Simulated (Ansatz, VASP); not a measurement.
## One calculation of Rh, two programs

```
Rh
1.0
     0.00000    1.91497    1.91497
     1.91497    0.00000    1.91497
     1.91497    1.91497    0.00000
Rh
1
Direct
  0.00000 0.00000 0.00000
```

Alike in both runs: functional PBE; k mesh 18 × 18 × 18; occupations gaussian, width 0.1 eV; no spin polarisation.

Ansatz relaxed the structure, and its values are those at the end. VASP's run is a single point on that final structure, the one shown.

|  | VASP | Ansatz |
| --- | --- | --- |
| version | VASP 6.6.1 | Ansatz 0.2.0 |
| potentials or method | VASP PAW PBE potentials, release 64 (Rh_pv), cutoff 520 eV | scalar-relativistic, plane waves, PAW |
| valence electrons in the cell | 15 | 17 |

|  | VASP | Ansatz | Ansatz less VASP |
| --- | --- | --- | --- |
| gap on the k mesh at the Fermi level (eV) | none | none | - |
| pressure (GPa) | 0.0 | 0.0 | -0.04 |

A gap of «none» marks a metal or a gap that the smearing closes. With one functional, cell and mesh, what is left measures potentials, basis and numerics. VASP's potentials hold 15 valence electrons a cell and Ansatz's 17, so a difference there can come from the potentials and not from the codes.
